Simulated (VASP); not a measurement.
# SiO2 (Pnnm) in VASP: notebook, part 3 of 3

VASP 6.6.1. Earlier steps stand in the parts before.

## (5) Single point, PBE (strain +0.0300 x Voigt [0, 1, 0, 0, 0, 0])

File INCAR:

```
SYSTEM = SiO2
PREC     = Accurate       ! precision mode
ENCUT    = 520            ! plane-wave cutoff, eV
EDIFF    = 1E-7           ! SCF threshold, eV
ISMEAR   = 0              ! smearing method
SIGMA    = 0.05           ! smearing width, eV
LREAL    = .False.        ! projectors in reciprocal space
LASPH    = .True.         ! aspherical terms in the spheres
NELM     = 80             ! most SCF steps
ALGO     = Normal         ! electronic algorithm
ISIF     = 2              ! what is computed and relaxed
LWAVE    = .False.        ! write WAVECAR
LCHARG   = .True.         ! write CHGCAR
GGA      = PE             ! functional
LELF     = .True.         ! ELF
LVHAR    = .True.       
NBANDS   = 25             ! bands
```

File KPOINTS:

```
regular mesh
0
Gamma
  6 6 8
  0 0 0
```

File POSCAR:

```
SiO2
1.0
    4.2361165246      0.0000000000      0.0000000000
    0.0000000000      4.3632000203      0.0000000000
    0.0000000000      0.0000000000      2.6904781099
Si O
2 4
Direct
    0.5000000000      0.5000000000      0.5000000000
    0.0000000000      0.0000000000      0.0000000000
    0.6930152168      0.6930152168      0.0000000000
    0.1930152168      0.8069847832      0.5000000000
    0.3069847832      0.3069847832      0.0000000000
    0.8069847832      0.1930152168      0.5000000000
```

Potentials or basis: VASP PAW PBE potentials, release 64 (Si, O).

The run is started by

```console
> cat potpaw_PBE.64/Si/POTCAR potpaw_PBE.64/O/POTCAR > POTCAR
> mpirun -np 1 vasp_std > vasp.out
```

OUTCAR:

```text
SYSTEM = SiO2
   PREC = Accurate
   ENCUT = 520
   EDIFF = 1E-7
   ISMEAR = 0
   LREAL = .False.
   LASPH = .True.
   NELM = 80
   ISIF = 2
   GGA = PE

 ion  position               nearest neighbor table
   1  0.500  0.500  0.500-   3 1.79   5 1.79   3 1.79   5 1.79   4 1.87   6 1.87
   2  0.000  0.000  0.000-   4 1.79   6 1.79   4 1.79   6 1.79   5 1.87   3 1.87
   3  0.693  0.693  0.000-   1 1.79   1 1.79   2 1.87
   4  0.193  0.807  0.500-   2 1.79   2 1.79   1 1.87
   5  0.307  0.307  0.000-   1 1.79   1 1.79   2 1.87
   6  0.807  0.193  0.500-   2 1.79   2 1.79   1 1.87

  LATTYP: Found a simple orthorhombic cell.
 ALAT       =     2.6904781099
 B/A-ratio  =     1.5744846646
 C/A-ratio  =     1.6217192046

  Lattice vectors:

 A1 = (   0.0000000000,   0.0000000000,   2.6904781099)
 A2 = (   4.2361165246,   0.0000000000,   0.0000000000)
 A3 = (   0.0000000000,   4.3632000203,   0.0000000000)

Analysis of symmetry for initial positions (statically):
=====================================================================
 Subroutine PRICEL returns:
 Original cell was already a primitive cell.

 Routine SETGRP: Setting up the symmetry group for a
 simple orthorhombic supercell.

 Subroutine GETGRP returns: Found  8 space group operations
 (whereof  4 operations were pure point group operations)
 out of a pool of  8 trial point group operations.

The static configuration has the point symmetry C_2h.
 The point group associated with its full space group is D_2h.

Analysis of symmetry for dynamics (positions and initial velocities):
=====================================================================
 Subroutine PRICEL returns:
 Original cell was already a primitive cell.

 Routine SETGRP: Setting up the symmetry group for a
 simple orthorhombic supercell.

 Subroutine GETGRP returns: Found  8 space group operations
 (whereof  4 operations were pure point group operations)
 out of a pool of  8 trial point group operations.

The dynamic configuration has the point symmetry C_2h.
 The point group associated with its full space group is D_2h.

 Subroutine INISYM returns: Found  8 space group operations
 (whereof  4 operations are pure point group operations),
 and found     1 'primitive' translations

----------------------------------------------------------------------------------------

                                     Primitive cell

  volume of cell :      49.7282

  direct lattice vectors                    reciprocal lattice vectors
     4.236116525  0.000000000  0.000000000     0.236065272  0.000000000  0.000000000
     0.000000000  4.363200020  0.000000000     0.000000000  0.229189585  0.000000000
     0.000000000  0.000000000  2.690478110     0.000000000  0.000000000  0.371681151

  length of vectors
     4.236116525  4.363200020  2.690478110     0.236065272  0.229189585  0.371681151

  position of ions in fractional coordinates (direct lattice)
     0.500000000  0.500000000  0.500000000
     0.000000000  0.000000000  0.000000000
     0.693015217  0.693015217  0.000000000
     0.193015217  0.806984783  0.500000000
     0.306984783  0.306984783  0.000000000
     0.806984783  0.193015217  0.500000000

  ion indices of the primitive-cell ions
   primitive index   ion index
[... 26 lines left out ...]
     0.000000000  0.000000000  0.000000000

 Subroutine IBZKPT returns following result:
 ===========================================

 Found     80 irreducible k-points:

 Following reciprocal coordinates:
            Coordinates               Weight
  0.000000  0.000000  0.000000      1.000000
  0.166667  0.000000  0.000000      2.000000
  0.333333  0.000000  0.000000      2.000000
  0.500000  0.000000  0.000000      1.000000
  0.000000  0.166667  0.000000      2.000000
  0.166667  0.166667  0.000000      4.000000
[... 16 lines left out ...]
  0.333333  0.166667  0.125000      8.000000
  0.500000  0.166667  0.125000      4.000000
 [... further k-points ...]
   k-points           NKPTS =     80   k-points in BZ     NKDIM =     80   number of bands    NBANDS=     25
   number of dos      NEDOS =    301   number of ions     NIONS =      6
   total plane-waves  NPLWV =  20480
   dimension x,y,z NGX =    32 NGY =   32 NGZ =   20
   dimension x,y,z NGXF=    64 NGYF=   64 NGZF=   40
   ions per type =               2   4
   NGX,Y,Z   is equivalent  to a cutoff of  12.56, 12.19, 12.36 a.u.
   NGXF,Y,Z  is equivalent  to a cutoff of  25.12, 24.39, 24.72 a.u.
 SYSTEM =  SiO2
   PREC   = accura    normal or accurate (medium, high low for compatibility)
   ISTART =      0    job   : 0-new  1-cont  2-samecut
   ICHARG =      2    charge: 1-file 2-atom 10-const
   ISPIN  =      1    spin polarized calculation?
   LNONCOLLINEAR =      F non collinear calculations
   LSORBIT =      F    spin-orbit coupling
   LASPH  =      T    aspherical Exc in radial PAW
   ENCUT  =  520.0 eV  38.22 Ry    6.18 a.u.   7.88  8.11  5.00*2*pi/ulx,y,z
   NELM   =     80;   NELMIN=  2; NELMDL= -5     # of ELM steps
   EDIFF  = 0.1E-06   stopping-criterion for ELM
   LREAL  =      F    real-space projection
   EDIFFG = 0.1E-05   stopping-criterion for IOM
   NSW    =      0    number of steps for IOM
   IBRION =     -1    ionic relax: 0-MD 1-quasi-New 2-CG
   NFREE  =      0    steps in history (QN), initial steepest desc. (CG)
   ISIF   =      2    stress and relaxation
   ISYM   =      2    0-nonsym 1-usesym 2-fastsym
   POTIM  = 0.5000    time-step for ionic-motion
   TEBEG  =    0.0;   TEEND  =   0.0 temperature during run
   PSTRESS=    0.0 pullay stress
   NELECT =      32.0000    total number of electrons
   NUPDOWN=      -1.0000    fix difference up-down
   EMIN   =  10.00;   EMAX   =-10.00  energy-range for DOS
   EFERMI =   0.00;   METHOD = LEGACY
   ISMEAR =     0;   SIGMA  =   0.05  broadening in eV -4-tet -1-fermi 0-gaus
   EFERMI_NEDOS =   21; number of points for ismear=-14 and -15
   IALGO  =     38    algorithm
   IMIX   =      4    mixing-type and parameters
     AMIX     =   0.40;   BMIX     =  1.00
     AMIX_MAG =   1.60;   BMIX_MAG =  1.00
  volume/ion in A,a.u.               =       8.29        55.93
  Fermi-wavevector in a.u.,A,eV,Ry     =   1.413375  2.670891 27.179382  1.997628
  Thomas-Fermi vector in A             =   2.535027
   LORBIT       =      0    0 simple, 1 ext, 2 COOP (PROOUT), +10 PAW based schemes
   GGA     = PE    functional components
   LHFCALC =     F    Hartree Fock is set to
   AEXX    =    0.0000 exact exchange contribution
   IVDW    =     0    specifies the selected vdW correction
   LEPSILON=     F    determine dielectric tensor
   LRPA    =     F    only Hartree local field effects (RPA)
 non-spin polarized calculation
 Gauss-broadening in eV      SIGMA  =   0.05
  energy-cutoff  :      520.00
  volume of cell :       49.73
 maximum number of plane-waves:      1360
 NGX is ok and might be reduce to    32
   NGX = 15   NGY = 17   NGZ = 11

 number of electron      31.9999995 magnetization

 Free energy of the ion-electron system (eV)
  ---------------------------------------------------
  ext. energy  EPLUGINS =         0.00000000
  ---------------------------------------------------
  free energy    TOTEN  =       -46.25620241 eV

  energy without entropy =      -46.25620241  energy(sigma->0) =      -46.25620241

 E-fermi :   7.5766     XC(G=0): -11.9226

 val. band max:        7.3178769199   @ k =   0.0000   0.0000   0.0000
 cond. band min:      11.8822973880   @ k =   0.0000   0.0000   0.0000
 fundamental gap:      4.5644204681
 Fermi energy:         7.5765783980

 k-point     1 :       0.0000    0.0000    0.0000
  band No.  band energies     occupation
      1     -14.6020      2.00000
      2     -11.4242      2.00000
      3     -11.2064      2.00000
      4     -11.1880      2.00000
      5      -3.1128      2.00000
      6       1.1346      2.00000
[... 661 lines left out ...]
     24      19.9996      0.00000
     25      21.6285      0.00000

 [... further k-points ...]
[... 5 lines left out ...]
  --------------------------------------------------------------------------------------
  -------------------------------------------------------------------------------------
  Total       -1.3488768     -4.2550952     -1.3125756      0.0000000      0.0000000      0.0000000
  in kB      -43.4590653   -137.0936644    -42.2894873      0.0000000      0.0000000      0.0000000
  external PRESSURE =     -74.2807390 kB  Pullay stress =       0.0000000 kB

 VOLUME and BASIS-vectors are now :
 -----------------------------------------------------------------------------
  energy-cutoff  :      520.00
  volume of cell :       49.73
      direct lattice vectors                 reciprocal lattice vectors
     4.236116525  0.000000000  0.000000000     0.236065272  0.000000000  0.000000000
     0.000000000  4.363200020  0.000000000     0.000000000  0.229189585  0.000000000
     0.000000000  0.000000000  2.690478110     0.000000000  0.000000000  0.371681151

 POSITION                                       TOTAL-FORCE (eV/Angst)
 -----------------------------------------------------------------------------------
      2.11806      2.18160      1.34524         0.000000      0.000000      0.000000
      0.00000      0.00000      0.00000         0.000000      0.000000      0.000000
      2.93569      3.02376      0.00000        -0.151360     -0.290812      0.000000
      0.81763      3.52104      1.34524        -0.151360      0.290812      0.000000
      1.30042      1.33944      0.00000         0.151360      0.290812      0.000000
      3.41848      0.84216      1.34524         0.151360     -0.290812      0.000000
 -----------------------------------------------------------------------------------
    total drift:                                0.000000      0.000000     -0.000000

  FREE ENERGIE OF THE ION-ELECTRON SYSTEM (eV)
  ---------------------------------------------------
  free  energy   TOTEN  =       -46.2562024108 eV

  energy  without entropy=      -46.2562024108  energy(sigma->0) =      -46.25620241
```

Wall time 62 s (1 thread of Intel Xeon Platinum 8259CL at 2.50GHz (Skylake/Cascade Lake), shared host); peak memory 0.2 GiB.

Results:

```yaml
Free_energy: -46.2562 eV
Pressure: -7.4 GPa
Largest_force: 0.328 eV/Å
Band_gap_on_the_k_mesh: 4.56 eV
```

Forces on the atoms (eV/Å):
```
Si   0.000  0.000  0.000
Si   0.000  0.000  0.000
O   -0.151 -0.291  0.000
O   -0.151  0.291  0.000
O    0.151  0.291  0.000
O    0.151 -0.291  0.000
```

Stress tensor (GPa, compression positive):
```
 -4.35   0.00   0.00
  0.00 -13.71   0.00
  0.00   0.00  -4.23
```

Caveat: the cell differs from its parent crystal (strain +0.0300 x Voigt [0, 1, 0, 0, 0, 0]); the stress differs along the axes, from -14 to -4 GPa.

## (6) Single point, PBE (strain +0.0400 x Voigt [0, 1, 0, 0, 0, 0])

File INCAR:

```
PREC = Accurate ; ENCUT = 520
EDIFF = 1E-6 ; ISMEAR = 0
SIGMA = 0.05 ; LREAL = F
LASPH = T ; NELM = 100
ALGO = Normal ; ISIF = 2
LWAVE = F ; LCHARG = F
GGA = PE ; NBANDS = 25
```

File KPOINTS:

```
regular mesh
0
Gamma
  6 6 8
```

Edit POSCAR of step 5 so:

```diff
@@ -3,3 +3,3 @@
     4.2361165246      0.0000000000      0.0000000000
-    0.0000000000      4.3632000203      0.0000000000
+    0.0000000000      4.4055611856      0.0000000000
     0.0000000000      0.0000000000      2.6904781099
```

Potentials or basis: VASP PAW PBE potentials, release 64 (Si, O).

The run is started by

```console
> cat potpaw_PBE.64/Si/POTCAR potpaw_PBE.64/O/POTCAR > POTCAR
> mpirun -np 1 vasp_std > vasp.out
```

It took 58 s on 1 thread of Intel Xeon Platinum 8259CL at 2.50GHz (Skylake/Cascade Lake), shared host; peak memory 0.2 GiB.

It converged, with:

* Free energy: -46.2095 eV
* Pressure: -9.7 GPa
* Largest force: 0.449 eV/Å
* Band gap on the k mesh: 4.41 eV

Forces on the atoms (eV/Å):
```
Si   0.000  0.000  0.000
Si   0.000  0.000  0.000
O   -0.211 -0.397  0.000
O   -0.211  0.397  0.000
O    0.211  0.397  0.000
O    0.211 -0.397  0.000
```

Stress tensor (GPa, compression positive):
```
 -5.54   0.00   0.00
  0.00 -17.86   0.00
  0.00   0.00  -5.61
```

Levels at points of the mesh, in eV from the valence-band top:
```tsv
k point	band 13	band 14	band 15	band 16	band 17	band 18	band 19	band 20
(0.00, 0.00, 0.00)	-2.37	-1.01	-0.68	0.00	4.41	6.73	7.99	8.42
(0.50, 0.00, 0.00)	-2.49	-2.49	-1.13	-1.13	6.85	6.85	8.81	8.81
(0.00, 0.50, 0.00)	-2.40	-2.40	-0.92	-0.92	6.90	6.90	8.89	8.89
(0.50, 0.50, 0.00)	-2.40	-2.40	-2.09	-2.09	6.69	6.69	9.61	9.61
(0.00, 0.00, 0.50)	-2.64	-2.64	-2.43	-2.43	8.05	8.05	11.53	11.53
(0.50, 0.00, 0.50)	-2.09	-2.09	-1.46	-1.46	8.02	8.02	8.90	8.90
(0.00, 0.50, 0.50)	-2.19	-2.19	-1.68	-1.68	7.81	7.81	8.78	8.78
(0.50, 0.50, 0.50)	-1.69	-1.69	-1.38	-1.38	6.28	6.28	10.18	10.18
```

Caveat: the cell differs from its parent crystal (strain +0.0400 x Voigt [0, 1, 0, 0, 0, 0]); the stress differs along the axes, from -18 to -6 GPa. A k mesh can miss the band edges.

## (7) Single point, PBE (strain +0.0350 x Voigt [0, 1, 0, 0, 0, 0])

File INCAR:

```
SYSTEM = SiO2
  PREC = Accurate
  ENCUT = 520
  EDIFF = 1E-7
  ISMEAR = 0
  SIGMA = 0.05
  LREAL = .False.
  LASPH = .True.
  NELM = 60
  ALGO = Normal
  ISIF = 2
  LWAVE = .False.
  LCHARG = .False.
  GGA = PE
  NBANDS = 25
```

File KPOINTS:

```
Automatic mesh
0
Gamma
  6 6 8
  0 0 0
```

Edit POSCAR of step 6 so:

```diff
@@ -3,3 +3,3 @@
     4.2361165246      0.0000000000      0.0000000000
-    0.0000000000      4.4055611856      0.0000000000
+    0.0000000000      4.3843806030      0.0000000000
     0.0000000000      0.0000000000      2.6904781099
```

The run is started by

```console
> cat potpaw_PBE.64/Si/POTCAR potpaw_PBE.64/O/POTCAR > POTCAR
> mpirun -np 1 vasp_std > vasp.out
```

Wall time 68 s (1 thread of Intel Xeon Platinum 8259CL at 2.50GHz (Skylake/Cascade Lake), shared host); peak memory 0.2 GiB.

The run converged. Its results:

```yaml
Free_energy: -46.2344 eV
Pressure: -8.6 GPa
Largest_force: 0.389 eV/Å
Band_gap_on_the_k_mesh: 4.49 eV
```

Forces on the atoms (eV/Å):
```
Si   0.000  0.000  0.000
Si   0.000  0.000  0.000
O   -0.181 -0.344  0.000
O   -0.181  0.344  0.000
O    0.181  0.344  0.000
O    0.181 -0.344  0.000
```

Stress tensor (GPa, compression positive):
```
 -4.96   0.00   0.00
  0.00 -15.81   0.00
  0.00   0.00  -4.93
```

Levels at points of the mesh, in eV from the valence-band top:
```
           k point  band 13  band 14  band 15  band 16  band 17  band 18  band 19  band 20
(0.00, 0.00, 0.00)    -2.39    -0.99    -0.70     0.00     4.49     6.71     8.03     8.41
(0.50, 0.00, 0.00)    -2.51    -2.51    -1.12    -1.12     6.91     6.91     8.82     8.82
(0.00, 0.50, 0.00)    -2.43    -2.43    -0.93    -0.93     6.95     6.95     8.89     8.89
(0.50, 0.50, 0.00)    -2.41    -2.41    -2.10    -2.10     6.74     6.74     9.63     9.63
(0.00, 0.00, 0.50)    -2.66    -2.66    -2.44    -2.44     8.12     8.12    11.62    11.62
(0.50, 0.00, 0.50)    -2.10    -2.10    -1.48    -1.48     8.08     8.08     8.97     8.97
(0.00, 0.50, 0.50)    -2.19    -2.19    -1.68    -1.68     7.89     7.89     8.86     8.86
(0.50, 0.50, 0.50)    -1.69    -1.69    -1.39    -1.39     6.34     6.34    10.25    10.25
```

Caveat: the cell differs from its parent crystal (strain +0.0350 x Voigt [0, 1, 0, 0, 0, 0]); the stress differs along the axes, from -16 to -5 GPa.

## (8) Overview

```tsv
cell	gap on the mesh (eV)	pressure (GPa)	largest force (eV/Å)
a = 4.236, b = 4.194, c = 2.690 Å, 6 atoms	5.18	3.0	0.13
a = 4.236, b = 4.278, c = 2.690 Å, 6 atoms	4.87	-2.5	0.09
a = 4.236, b = 4.321, c = 2.690 Å, 6 atoms	4.72	-5.1	0.21
a = 4.236, b = 4.363, c = 2.690 Å, 6 atoms	4.56	-7.4	0.33
a = 4.236, b = 4.406, c = 2.690 Å, 6 atoms	4.41	-9.7	0.45
a = 4.236, b = 4.384, c = 2.690 Å, 6 atoms	4.49	-8.6	0.39
```

Alike in all rows: task single point; level PBE; potentials or basis VASP PAW PBE potentials, release 64 (Si, O); no spin polarisation; k mesh 6 × 6 × 8; cutoff (eV) 520; smearing gaussian 0.05 eV.

Caveats: the stress differs along the axes, from -9 to -3 GPa (at least some runs); the stress differs along the axes, from -14 to -4 GPa (at least some runs); the stress differs along the axes, from -18 to -6 GPa (at least some runs); the stress differs along the axes, from -16 to -5 GPa (at least some runs).

Total energies depend on the potentials used, so only differences within one code and one set of settings carry meaning.
